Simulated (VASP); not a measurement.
# KZnSe3 (P4/nmm) in VASP: single point with PBE

Aim: the single point of KZnSe3 with PBE.

Everything below comes from runs of VASP 6.6.1. Logs are shortened: lines on timing, memory, paths and dates and some standing lists are left out, and cuts for length are marked.

**1. The cell of the first run**

It takes space group P4/nmm (No. 129, tetragonal). Conventional cell: a = 7.245 Å, b = 7.245 Å, c = 5.123 Å, α = 90.00°, β = 90.00°, γ = 90.00°. Within 4.8 Å of K (site symmetry -4m2) lie 12 Se at 3.62 Å and 8 Zn at 4.36 to 4.52 Å. Zn (site symmetry 4mm) has 6 Se at 2.43 to 2.70 Å within 3.2 Å. Within 3.4 Å of Se (site symmetry 2/m) lie 2 Zn at 2.57 Å. Se (site symmetry 4mm) has 2 Zn at 2.43 to 2.70 Å within 3.2 Å.

**2. Single point, PBE**

File INCAR:

```
PREC = Accurate
ENCUT = 520
EDIFF = 1E-6
ISMEAR = 0
SIGMA = 0.1
LREAL = False
LASPH = True
NELM = 100
ALGO = Normal
ISIF = 2
LWAVE = False
LCHARG = False
GGA = PE
NBANDS = 50
```

File KPOINTS:

```
regular mesh
0
Gamma
  4 4 4
```

File POSCAR:

```
KZnSe3
1.0
    7.2451444300      0.0000000000      0.0000000000
    0.0000000000      7.2451444300      0.0000000000
    0.0000000000      0.0000000000      5.1230907600
K Zn Se
2 2 6
Direct
    0.0000000000      0.0000000000      0.5000000000
    0.5000000000      0.5000000000      0.5000000000
    0.5000000000      0.0000000000      0.0262089800
    0.0000000000      0.5000000000      0.9737910200
    0.7500000000      0.7500000000      0.0000000000
    0.7500000000      0.2500000000      0.0000000000
    0.5000000000      0.0000000000      0.5000000000
    0.2500000000      0.2500000000      0.0000000000
    0.2500000000      0.7500000000      0.0000000000
    0.0000000000      0.5000000000      0.5000000000
```

Potentials or basis: VASP PAW PBE potentials, release 64 (K_sv, Zn, Se).

The run is started by

```bash
cat potpaw_PBE.64/K_sv/POTCAR potpaw_PBE.64/Zn/POTCAR potpaw_PBE.64/Se/POTCAR > POTCAR
mpirun -np 1 vasp_std > vasp.out
```

OUTCAR:

```text
PREC = Accurate
   ENCUT = 520
   EDIFF = 1E-6
   ISMEAR = 0
   LREAL = False
   LASPH = True
   NELM = 100
   ISIF = 2
   GGA = PE

 ion  position               nearest neighbor table
   1  0.000  0.000  0.500-
   2  0.500  0.500  0.500-
   3  0.500  0.000  0.026-   7 2.43   6 2.57   5 2.57   8 2.57   9 2.57   7 2.70
   4  0.000  0.500  0.974-  10 2.43   6 2.57   8 2.57   9 2.57   5 2.57  10 2.70
   5  0.750  0.750  0.000-   3 2.57   4 2.57
   6  0.750  0.250  0.000-   3 2.57   4 2.57
   7  0.500  0.000  0.500-   3 2.43   3 2.70
   8  0.250  0.250  0.000-   3 2.57   4 2.57
   9  0.250  0.750  0.000-   3 2.57   4 2.57
  10  0.000  0.500  0.500-   4 2.43   4 2.70

  LATTYP: Found a simple tetragonal cell.
 ALAT       =     7.2451444300
 C/A-ratio  =     0.7071067816

  Lattice vectors:

 A1 = (   7.2451444300,   0.0000000000,   0.0000000000)
 A2 = (   0.0000000000,   7.2451444300,   0.0000000000)
 A3 = (   0.0000000000,   0.0000000000,   5.1230907600)

Analysis of symmetry for initial positions (statically):
=====================================================================
 Subroutine PRICEL returns:
 Original cell was already a primitive cell.

 Routine SETGRP: Setting up the symmetry group for a
 simple tetragonal supercell.

 Subroutine GETGRP returns: Found 16 space group operations
 (whereof  8 operations were pure point group operations)
 out of a pool of 16 trial point group operations.

The static configuration has the point symmetry D_2d.
 The point group associated with its full space group is D_4h.

Analysis of symmetry for dynamics (positions and initial velocities):
=====================================================================
 Subroutine PRICEL returns:
 Original cell was already a primitive cell.

 Routine SETGRP: Setting up the symmetry group for a
 simple tetragonal supercell.

 Subroutine GETGRP returns: Found 16 space group operations
 (whereof  8 operations were pure point group operations)
 out of a pool of 16 trial point group operations.

The dynamic configuration has the point symmetry D_2d.
 The point group associated with its full space group is D_4h.

 Subroutine INISYM returns: Found 16 space group operations
 (whereof  8 operations are pure point group operations),
 and found     1 'primitive' translations

----------------------------------------------------------------------------------------

                                     Primitive cell

  volume of cell :     268.9219

  direct lattice vectors                    reciprocal lattice vectors
     7.245144430  0.000000000  0.000000000     0.138023473  0.000000000  0.000000000
     0.000000000  7.245144430  0.000000000     0.000000000  0.138023473  0.000000000
     0.000000000  0.000000000  5.123090760     0.000000000  0.000000000  0.195194668

  length of vectors
     7.245144430  7.245144430  5.123090760     0.138023473  0.138023473  0.195194668

  position of ions in fractional coordinates (direct lattice)
     0.000000000  0.000000000  0.500000000
     0.500000000  0.500000000  0.500000000
     0.500000000  0.000000000  0.026208980
     0.000000000  0.500000000  0.973791020
     0.750000000  0.750000000  0.000000000
     0.750000000  0.250000000  0.000000000
     0.500000000  0.000000000  0.500000000
     0.250000000  0.250000000  0.000000000
     0.250000000  0.750000000  0.000000000
     0.000000000  0.500000000  0.500000000

  ion indices of the primitive-cell ions
   primitive index   ion index
                 1           1
                 2           2
                 3           3
                 4           4
                 5           5
                 6           6
                 7           7
                 8           8
                 9           9
                10          10

----------------------------------------------------------------------------------------

 KPOINTS: regular mesh

Automatic generation of k-mesh.
 Grid dimensions read from file:
 generate k-points for:    4    4    4

 Generating k-lattice:

  Cartesian coordinates                     Fractional coordinates (reciprocal lattice)
     0.034505868  0.000000000  0.000000000     0.250000000  0.000000000  0.000000000
     0.000000000  0.034505868  0.000000000     0.000000000  0.250000000  0.000000000
     0.000000000  0.000000000  0.048798667     0.000000000  0.000000000  0.250000000

  Length of vectors
     0.034505868  0.034505868  0.048798667

  Shift w.r.t. Gamma in fractional coordinates (k-lattice)
     0.000000000  0.000000000  0.000000000

 Subroutine IBZKPT returns following result:
 ===========================================

 Found     18 irreducible k-points:

 Following reciprocal coordinates:
            Coordinates               Weight
  0.000000  0.000000  0.000000      1.000000
  0.250000  0.000000  0.000000      4.000000
  0.500000  0.000000  0.000000      2.000000
  0.250000  0.250000  0.000000      4.000000
  0.500000  0.250000  0.000000      4.000000
  0.500000  0.500000  0.000000      1.000000
[... 10 lines left out ...]
  0.500000  0.250000  0.500000      4.000000
  0.500000  0.500000  0.500000      1.000000
   k-points           NKPTS =     18   k-points in BZ     NKDIM =     18   number of bands    NBANDS=     50
   number of dos      NEDOS =    301   number of ions     NIONS =     10
   total plane-waves  NPLWV = 116640
   dimension x,y,z NGX =    54 NGY =   54 NGZ =   40
   dimension x,y,z NGXF=   108 NGYF=  108 NGZF=   80
   ions per type =               2   2   6
   NGX,Y,Z   is equivalent  to a cutoff of  12.39, 12.39, 12.98 a.u.
   NGXF,Y,Z  is equivalent  to a cutoff of  24.78, 24.78, 25.96 a.u.
 SYSTEM =  unknown system
   PREC   = accura    normal or accurate (medium, high low for compatibility)
   ISTART =      0    job   : 0-new  1-cont  2-samecut
   ICHARG =      2    charge: 1-file 2-atom 10-const
   ISPIN  =      1    spin polarized calculation?
   LNONCOLLINEAR =      F non collinear calculations
   LSORBIT =      F    spin-orbit coupling
   LASPH  =      T    aspherical Exc in radial PAW
   ENCUT  =  520.0 eV  38.22 Ry    6.18 a.u.  13.47 13.47  9.53*2*pi/ulx,y,z
   NELM   =    100;   NELMIN=  2; NELMDL= -5     # of ELM steps
   EDIFF  = 0.1E-05   stopping-criterion for ELM
   LREAL  =      F    real-space projection
   EDIFFG = 0.1E-04   stopping-criterion for IOM
   NSW    =      0    number of steps for IOM
   IBRION =     -1    ionic relax: 0-MD 1-quasi-New 2-CG
   NFREE  =      0    steps in history (QN), initial steepest desc. (CG)
   ISIF   =      2    stress and relaxation
   ISYM   =      2    0-nonsym 1-usesym 2-fastsym
   POTIM  = 0.5000    time-step for ionic-motion
   TEBEG  =    0.0;   TEEND  =   0.0 temperature during run
   PSTRESS=    0.0 pullay stress
   NELECT =      78.0000    total number of electrons
   NUPDOWN=      -1.0000    fix difference up-down
   EMIN   =  10.00;   EMAX   =-10.00  energy-range for DOS
   EFERMI =   0.00;   METHOD = LEGACY
   ISMEAR =     0;   SIGMA  =   0.10  broadening in eV -4-tet -1-fermi 0-gaus
   EFERMI_NEDOS =   21; number of points for ismear=-14 and -15
   IALGO  =     38    algorithm
   IMIX   =      4    mixing-type and parameters
     AMIX     =   0.40;   BMIX     =  1.00
     AMIX_MAG =   1.60;   BMIX_MAG =  1.00
  volume/ion in A,a.u.               =      26.89       181.48
  Fermi-wavevector in a.u.,A,eV,Ry     =   1.083671  2.047842 15.977919  1.174344
  Thomas-Fermi vector in A             =   2.219743
   LORBIT       =      0    0 simple, 1 ext, 2 COOP (PROOUT), +10 PAW based schemes
   GGA     = PE    functional components
   LHFCALC =     F    Hartree Fock is set to
   AEXX    =    0.0000 exact exchange contribution
   IVDW    =     0    specifies the selected vdW correction
   LEPSILON=     F    determine dielectric tensor
   LRPA    =     F    only Hartree local field effects (RPA)
 non-spin polarized calculation
 Gauss-broadening in eV      SIGMA  =   0.10
  energy-cutoff  :      520.00
  volume of cell :      268.92
 maximum number of plane-waves:      7323
 NGX is ok and might be reduce to    54
   NGX = 27   NGY = 27   NGZ = 19

 number of electron      78.0000027 magnetization

 Free energy of the ion-electron system (eV)
  ---------------------------------------------------
  ext. energy  EPLUGINS =         0.00000000
  ---------------------------------------------------
  free energy    TOTEN  =       -27.38667943 eV

  energy without entropy =      -27.32767806  energy(sigma->0) =      -27.35717874

 E-fermi :   1.2113     XC(G=0):  -8.8175

 val. band max:        1.1854846309   @ k =   0.2500   0.0000   0.2500
 cond. band min:       1.2175776503   @ k =   0.2500   0.0000   0.2500
 fundamental gap:      0.0320930194
 Fermi energy:         1.2113252945

 k-point     1 :       0.0000    0.0000    0.0000
  band No.  band energies     occupation
      1     -28.0727      2.00000
      2     -28.0717      2.00000
      3     -11.8185      2.00000
      4     -11.6585      2.00000
      5     -11.6585      2.00000
      6     -11.5712      2.00000
[... 42 lines left out ...]
     49       6.8231      0.00000
     50       7.1043      0.00000

 k-point     2 :       0.2500    0.0000    0.0000
  band No.  band energies     occupation
      1     -28.0725      2.00000
      2     -28.0718      2.00000
      3     -11.8201      2.00000
      4     -11.7070      2.00000
      5     -11.6441      2.00000
      6     -11.5824      2.00000
[... 42 lines left out ...]
     49       7.3766      0.00000
     50       7.6132      0.00000

 k-point     3 :       0.5000    0.0000    0.0000
  band No.  band energies     occupation
      1     -28.0722      2.00000
      2     -28.0722      2.00000
      3     -11.7854      2.00000
      4     -11.7854      2.00000
      5     -11.6116      2.00000
      6     -11.6116      2.00000
[... 42 lines left out ...]
     49       7.4974      0.00000
     50       7.4974      0.00000

 k-point     4 :       0.2500    0.2500    0.0000
  band No.  band energies     occupation
      1     -28.0724      2.00000
      2     -28.0719      2.00000
      3     -11.8370      2.00000
      4     -11.7628      2.00000
      5     -11.6155      2.00000
      6     -11.5691      2.00000
[... 681 lines left out ...]
 k-point    17 :       0.5000    0.2500    0.5000
  band No.  band energies     occupation
      1     -28.0717      2.00000
      2     -28.0717      2.00000
      3     -11.6728      2.00000
      4     -11.6728      2.00000
      5     -11.6436      2.00000
      6     -11.6436      2.00000
[... 42 lines left out ...]
     49       8.0081      0.00000
     50       8.0082      0.00000

 k-point    18 :       0.5000    0.5000    0.5000
  band No.  band energies     occupation
      1     -28.0717      2.00000
      2     -28.0717      2.00000
      3     -11.6648      2.00000
      4     -11.6648      2.00000
      5     -11.6563      2.00000
      6     -11.6563      2.00000
[... 42 lines left out ...]
     49       7.7621      0.00000
     50       7.7621      0.00000

------------------------ aborting loop because EDIFF is reached ----------------------------------------

  FORCE on cell =-STRESS in cart. coord.  units (eV):
  Direction    XX          YY          ZZ          XY          YZ          ZX
  --------------------------------------------------------------------------------------
  -------------------------------------------------------------------------------------
  Total       -0.7075766     -0.7075766     -0.2654282      0.0000000      0.0000000     -0.0000000
  in kB       -4.2155854     -4.2155854     -1.5813627      0.0000000      0.0000000     -0.0000000
  external PRESSURE =      -3.3375112 kB  Pullay stress =       0.0000000 kB

 VOLUME and BASIS-vectors are now :
 -----------------------------------------------------------------------------
  energy-cutoff  :      520.00
  volume of cell :      268.92
      direct lattice vectors                 reciprocal lattice vectors
     7.245144430  0.000000000  0.000000000     0.138023473  0.000000000  0.000000000
     0.000000000  7.245144430  0.000000000     0.000000000  0.138023473  0.000000000
     0.000000000  0.000000000  5.123090760     0.000000000  0.000000000  0.195194668

 POSITION                                       TOTAL-FORCE (eV/Angst)
 -----------------------------------------------------------------------------------
      0.00000      0.00000      2.56155         0.000000      0.000000      0.000000
      3.62257      3.62257      2.56155         0.000000      0.000000      0.000000
      3.62257      0.00000      0.13427         0.000000      0.000000     -0.512199
      0.00000      3.62257      4.98882        -0.000000      0.000000      0.512199
      5.43386      5.43386      0.00000        -0.000000      0.000000     -0.000000
      5.43386      1.81129      0.00000        -0.000000     -0.000000      0.000000
      3.62257      0.00000      2.56155         0.000000      0.000000      0.648070
      1.81129      1.81129      0.00000         0.000000      0.000000      0.000000
      1.81129      5.43386      0.00000         0.000000     -0.000000      0.000000
      0.00000      3.62257      2.56155         0.000000      0.000000     -0.648070
 -----------------------------------------------------------------------------------
    total drift:                                0.000000     -0.000000     -0.000000

  FREE ENERGIE OF THE ION-ELECTRON SYSTEM (eV)
  ---------------------------------------------------
  free  energy   TOTEN  =       -27.3866794254 eV

  energy  without entropy=      -27.3276780594  energy(sigma->0) =      -27.35717874
```

Wall time 6.3 min (1 thread of Intel Xeon Platinum 8375C at 2.90GHz (Ice Lake), shared host); peak memory 0.46 GiB.

What came out:

* Free energy: -27.3867 eV
* Pressure: -0.3 GPa
* Largest force: 0.648 eV/Å
* Band gap on the k mesh: zero (band 39 reaches 1.72 eV, above the bottom of band 40 at 0.80 eV)

Forces in eV/Å, atoms in the order of the input:
```
K    0.000  0.000  0.000
K    0.000  0.000  0.000
Zn   0.000  0.000 -0.512
Zn   0.000  0.000  0.512
Se   0.000  0.000  0.000
Se   0.000  0.000  0.000
Se   0.000  0.000  0.648
Se   0.000  0.000  0.000
Se   0.000  0.000  0.000
Se   0.000  0.000 -0.648
```
